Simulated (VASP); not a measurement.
# Ti2Si3 in VASP: single point with PBE

Aim: the single point of Ti2Si3 with PBE.

Everything below comes from runs of VASP 6.6.1. Logs are shortened: lines on timing, memory, paths and dates and some standing lists are left out, and cuts for length are marked.

## Step 1: The cell of the first run

The cell holds a slab with vacuum, 10 atoms: a = 3.548 Å, b = 3.579 Å, c = 24.579 Å, α = 90.00°, β = 90.00°, γ = 90.00°.

## Step 2: Single point, PBE

INCAR

```
  PREC = Accurate
  ENCUT = 520
  EDIFF = 1E-7
  ISMEAR = 0
  SIGMA = 0.1
  LREAL = False
  LASPH = True
  NELM = 60
  ALGO = Normal
  ISIF = 2
  LWAVE = False
  LCHARG = False
  LDIPOL = True
  IDIPOL = 3
  DIPOL = 0.5 0.5 0.500
  GGA = PE
  NBANDS = 47
```

KPOINTS

```
Automatic mesh
0
Gamma
  10 10 1
```

POSCAR

```
Ti2Si3
1.0
    3.5476078545      0.0000000000      0.0000000000
    0.0000000000      3.5792221399      0.0000000000
    0.0000000000      0.0000000000     24.5787545238
Ti Si
4 6
Direct
    0.5000000000      0.2500000000      0.3125951587
    0.5000000000      0.7500000000      0.4186560376
    0.0000000000      0.2500000000      0.5813440912
    0.0000000000      0.7500000000      0.6874047003
    0.0000000000      0.7500000000      0.3175204429
    0.0000000000      0.2500000000      0.3906708907
    0.5000000000      0.2500000000      0.4993598755
    0.0000000000      0.7500000000      0.5006402751
    0.5000000000      0.7500000000      0.6093290463
    0.5000000000      0.2500000000      0.6824794816
```

Potentials or basis: VASP PAW PBE potentials, release 64 (Ti_sv, Si).

Run with:

```
cat potpaw_PBE.64/Ti_sv/POTCAR potpaw_PBE.64/Si/POTCAR > POTCAR
mpirun -np 1 vasp_std > vasp.out
```

OUTCAR:

```text
PREC = Accurate
   ENCUT = 520
   EDIFF = 1E-7
   ISMEAR = 0
   LREAL = False
   LASPH = True
   NELM = 60
   ISIF = 2
   GGA = PE

 ion  position               nearest neighbor table
   1  0.500  0.250  0.313-   5 2.52   5 2.52   5 2.52   5 2.52   6 2.61   6 2.61
   2  0.500  0.750  0.419-   6 2.61   6 2.61   6 2.61   6 2.61   7 2.67   7 2.67   8 2.68   8 2.68

   3  0.000  0.250  0.581-   9 2.61   9 2.61   9 2.61   9 2.61   8 2.67   8 2.67   7 2.68   7 2.68

   4  0.000  0.750  0.687-  10 2.52  10 2.52  10 2.52  10 2.52   9 2.61   9 2.61
   5  0.000  0.750  0.318-   1 2.52   1 2.52   1 2.52   1 2.52   6 2.54   6 2.54
   6  0.000  0.250  0.391-   5 2.54   5 2.54   2 2.61   2 2.61   2 2.61   2 2.61   1 2.61   1 2.61

   7  0.500  0.250  0.499-   8 2.52   8 2.52   8 2.52   8 2.52   2 2.67   2 2.67   3 2.68   3 2.68

   8  0.000  0.750  0.501-   7 2.52   7 2.52   7 2.52   7 2.52   3 2.67   3 2.67   2 2.68   2 2.68

   9  0.500  0.750  0.609-  10 2.54  10 2.54   3 2.61   3 2.61   3 2.61   3 2.61   4 2.61   4 2.61

  10  0.500  0.250  0.682-   4 2.52   4 2.52   4 2.52   4 2.52   9 2.54   9 2.54

  LATTYP: Found a simple orthorhombic cell.
 ALAT       =     3.5476078545
 B/A-ratio  =     1.0089114374
 C/A-ratio  =     6.9282613896

  Lattice vectors:

 A1 = (   3.5476078545,   0.0000000000,   0.0000000000)
 A2 = (   0.0000000000,   3.5792221399,   0.0000000000)
 A3 = (   0.0000000000,   0.0000000000,  24.5787545238)

Analysis of symmetry for initial positions (statically):
=====================================================================
 Subroutine PRICEL returns:
 Original cell was already a primitive cell.

 Routine SETGRP: Setting up the symmetry group for a
 simple orthorhombic supercell.

 Subroutine GETGRP returns: Found  8 space group operations
 (whereof  2 operations were pure point group operations)
 out of a pool of  8 trial point group operations.

The static configuration has the point symmetry C_1h.
 The point group associated with its full space group is D_2h.

Analysis of symmetry for dynamics (positions and initial velocities):
=====================================================================
 Subroutine PRICEL returns:
 Original cell was already a primitive cell.

 Routine SETGRP: Setting up the symmetry group for a
 simple orthorhombic supercell.

 Subroutine GETGRP returns: Found  8 space group operations
 (whereof  2 operations were pure point group operations)
 out of a pool of  8 trial point group operations.

The dynamic configuration has the point symmetry C_1h.
 The point group associated with its full space group is D_2h.

 Subroutine INISYM returns: Found  8 space group operations
 (whereof  2 operations are pure point group operations),
 and found     1 'primitive' translations

----------------------------------------------------------------------------------------

                                     Primitive cell

  volume of cell :     312.0931

  direct lattice vectors                    reciprocal lattice vectors
     3.547607854  0.000000000  0.000000000     0.281880084  0.000000000  0.000000000
     0.000000000  3.579222140  0.000000000     0.000000000  0.279390315  0.000000000
     0.000000000  0.000000000 24.578754524     0.000000000  0.000000000  0.040685544

  length of vectors
     3.547607854  3.579222140 24.578754524     0.281880084  0.279390315  0.040685544

  position of ions in fractional coordinates (direct lattice)
     0.500000000  0.250000000  0.312595159
     0.500000000  0.750000000  0.418656038
     0.000000000  0.250000000  0.581344091
     0.000000000  0.750000000  0.687404700
     0.000000000  0.750000000  0.317520443
     0.000000000  0.250000000  0.390670891
     0.500000000  0.250000000  0.499359875
     0.000000000  0.750000000  0.500640275
     0.500000000  0.750000000  0.609329046
     0.500000000  0.250000000  0.682479482

  ion indices of the primitive-cell ions
   primitive index   ion index
                 1           1
                 2           2
                 3           3
                 4           4
                 5           5
                 6           6
                 7           7
                 8           8
                 9           9
                10          10

----------------------------------------------------------------------------------------

 KPOINTS: Automatic mesh

Automatic generation of k-mesh.
 Grid dimensions read from file:
 generate k-points for:   10   10    1

 Generating k-lattice:

  Cartesian coordinates                     Fractional coordinates (reciprocal lattice)
     0.028188008  0.000000000  0.000000000     0.100000000  0.000000000  0.000000000
     0.000000000  0.027939031  0.000000000     0.000000000  0.100000000  0.000000000
     0.000000000  0.000000000  0.040685544     0.000000000  0.000000000  1.000000000

  Length of vectors
     0.028188008  0.027939031  0.040685544

  Shift w.r.t. Gamma in fractional coordinates (k-lattice)
     0.000000000  0.000000000  0.000000000

 Subroutine IBZKPT returns following result:
 ===========================================

 Found     36 irreducible k-points:

 Following reciprocal coordinates:
            Coordinates               Weight
  0.000000  0.000000  0.000000      1.000000
  0.100000  0.000000  0.000000      2.000000
  0.200000  0.000000  0.000000      2.000000
  0.300000  0.000000  0.000000      2.000000
  0.400000  0.000000  0.000000      2.000000
  0.500000  0.000000  0.000000      1.000000
[... 16 lines left out ...]
  0.400000  0.300000  0.000000      4.000000
  0.500000  0.300000  0.000000      2.000000
 [... further k-points ...]
   k-points           NKPTS =     36   k-points in BZ     NKDIM =     36   number of bands    NBANDS=     47
   number of dos      NEDOS =    301   number of ions     NIONS =     10
   total plane-waves  NPLWV = 150528
   dimension x,y,z NGX =    28 NGY =   28 NGZ =  192
   dimension x,y,z NGXF=    56 NGYF=   56 NGZF=  384
   ions per type =               4   6
   NGX,Y,Z   is equivalent  to a cutoff of  13.12, 13.01, 12.99 a.u.
   NGXF,Y,Z  is equivalent  to a cutoff of  26.24, 26.01, 25.97 a.u.
 SYSTEM =  unknown system
   PREC   = accura    normal or accurate (medium, high low for compatibility)
   ISTART =      0    job   : 0-new  1-cont  2-samecut
   ICHARG =      2    charge: 1-file 2-atom 10-const
   ISPIN  =      1    spin polarized calculation?
   LNONCOLLINEAR =      F non collinear calculations
   LSORBIT =      F    spin-orbit coupling
   LASPH  =      T    aspherical Exc in radial PAW
   ENCUT  =  520.0 eV  38.22 Ry    6.18 a.u.   6.60  6.65 45.70*2*pi/ulx,y,z
   NELM   =     60;   NELMIN=  2; NELMDL= -5     # of ELM steps
   EDIFF  = 0.1E-06   stopping-criterion for ELM
   LREAL  =      F    real-space projection
   EDIFFG = 0.1E-05   stopping-criterion for IOM
   NSW    =      0    number of steps for IOM
   IBRION =     -1    ionic relax: 0-MD 1-quasi-New 2-CG
   NFREE  =      0    steps in history (QN), initial steepest desc. (CG)
   ISIF   =      2    stress and relaxation
   ISYM   =      2    0-nonsym 1-usesym 2-fastsym
   POTIM  = 0.5000    time-step for ionic-motion
   TEBEG  =    0.0;   TEEND  =   0.0 temperature during run
   PSTRESS=    0.0 pullay stress
   NELECT =      72.0000    total number of electrons
   NUPDOWN=      -1.0000    fix difference up-down
   EMIN   =  10.00;   EMAX   =-10.00  energy-range for DOS
   EFERMI =   0.00;   METHOD = LEGACY
   ISMEAR =     0;   SIGMA  =   0.10  broadening in eV -4-tet -1-fermi 0-gaus
   EFERMI_NEDOS =   21; number of points for ismear=-14 and -15
   IALGO  =     38    algorithm
   IMIX   =      4    mixing-type and parameters
     AMIX     =   0.40;   BMIX     =  1.00
     AMIX_MAG =   1.60;   BMIX_MAG =  1.00
  volume/ion in A,a.u.               =      31.21       210.61
  Fermi-wavevector in a.u.,A,eV,Ry     =   1.004055  1.897389 13.716400  1.008127
  Thomas-Fermi vector in A             =   2.136647
   LORBIT       =      0    0 simple, 1 ext, 2 COOP (PROOUT), +10 PAW based schemes
   GGA     = PE    functional components
   LHFCALC =     F    Hartree Fock is set to
   AEXX    =    0.0000 exact exchange contribution
   IVDW    =     0    specifies the selected vdW correction
   LEPSILON=     F    determine dielectric tensor
   LRPA    =     F    only Hartree local field effects (RPA)
 non-spin polarized calculation
 Gauss-broadening in eV      SIGMA  =   0.10
  energy-cutoff  :      520.00
  volume of cell :      312.09
 maximum number of plane-waves:      8451
 NGX is ok and might be reduce to    28
   NGX = 13   NGY = 13   NGZ = 91

 dipolmoment           0.000000      0.000000     -0.000001 electrons x Angstroem

 number of electron      72.0000025 magnetization

 dipolmoment           0.000000      0.000000      0.000001 electrons x Angstroem

 Free energy of the ion-electron system (eV)
  ---------------------------------------------------
  ext. energy  EPLUGINS =         0.00000000
  ---------------------------------------------------
  free energy    TOTEN  =       -67.33080898 eV

  energy without entropy =      -67.29855243  energy(sigma->0) =      -67.31468070

 E-fermi :   2.7139     XC(G=0):  -6.1576

 val. band max:        2.6889378071   @ k =   0.3000   0.2000   0.0000
 cond. band min:       2.7150901158   @ k =   0.0000   0.2000   0.0000
 fundamental gap:      0.0261523087
 Fermi energy:         2.7138902158

 k-point     1 :       0.0000    0.0000    0.0000
  band No.  band energies     occupation
      1     -54.0302      2.00000
      2     -54.0299      2.00000
      3     -53.9638      2.00000
      4     -53.9634      2.00000
      5     -30.4933      2.00000
      6     -30.4929      2.00000
[... 39 lines left out ...]
     46       4.3252      0.00000
     47       4.6596      0.00000
[... 1148 lines left out ...]
     46       4.9564      0.00000
     47       5.3791      0.00000

 [... further k-points ...]

------------------------ aborting loop because EDIFF is reached ----------------------------------------

 vacuum level on the upper side and lower side of the slab       (xc-potential included)        -0.082        -0.082

  FORCE on cell =-STRESS in cart. coord.  units (eV):
  Direction    XX          YY          ZZ          XY          YZ          ZX
  --------------------------------------------------------------------------------------
  -------------------------------------------------------------------------------------
  Total        1.4682032     -3.2462404      0.0151653     -0.0000000      0.0000000      0.0000000
  in kB        7.5372448    -16.6650694      0.0778536     -0.0000000      0.0000000      0.0000000
  external PRESSURE =      -3.0166570 kB  Pullay stress =       0.0000000 kB

 VOLUME and BASIS-vectors are now :
 -----------------------------------------------------------------------------
  energy-cutoff  :      520.00
  volume of cell :      312.09
      direct lattice vectors                 reciprocal lattice vectors
     3.547607854  0.000000000  0.000000000     0.281880084  0.000000000  0.000000000
     0.000000000  3.579222140  0.000000000     0.000000000  0.279390315  0.000000000
     0.000000000  0.000000000 24.578754524     0.000000000  0.000000000  0.040685544

 POSITION                                       TOTAL-FORCE (eV/Angst)
 -----------------------------------------------------------------------------------
      1.77380      0.89481      7.68320         0.000000     -0.000000     -0.004149
      1.77380      2.68442     10.29004         0.000000      0.000000     -0.016582
      0.00000      0.89481     14.28871         0.000000     -0.000000      0.016582
      0.00000      2.68442     16.89555         0.000000     -0.000000      0.004149
      0.00000      2.68442      7.80426         0.000000     -0.000000      0.008032
      0.00000      0.89481      9.60220         0.000000      0.000000     -0.004103
      1.77380      0.89481     12.27364        -0.000000     -0.000000      0.003875
      0.00000      2.68442     12.30511        -0.000000     -0.000000     -0.003875
      1.77380      2.68442     14.97655         0.000000      0.000000      0.004103
      1.77380      0.89481     16.77450         0.000000      0.000000     -0.008032
 -----------------------------------------------------------------------------------
    total drift:                                0.000000      0.000000      0.001353

  FREE ENERGIE OF THE ION-ELECTRON SYSTEM (eV)
  ---------------------------------------------------
  free  energy   TOTEN  =       -67.3308089784 eV

  energy  without entropy=      -67.2985524260  energy(sigma->0) =      -67.31468070

 vacuum level on the upper side and lower side of the slab         6.308         6.308
```

Run time: 10 min. Hardware: 1 thread of Intel Xeon 6975P-C (Granite Rapids), shared host; peak memory 0.61 GiB.

Results:

```yaml
Free_energy: -67.3308 eV
Largest_force: 0.017 eV/Å
Band_gap_on_the_k_mesh: zero (band 36 reaches 3.33 eV, above the bottom of band 37 at 2.49 eV)
```

Forces on the atoms (eV/Å):
```
Ti   0.000  0.000 -0.004
Ti   0.000  0.000 -0.017
Ti   0.000  0.000  0.017
Ti   0.000  0.000  0.004
Si   0.000  0.000  0.008
Si   0.000  0.000 -0.004
Si   0.000  0.000  0.004
Si   0.000  0.000 -0.004
Si   0.000  0.000  0.004
Si   0.000  0.000 -0.008
```
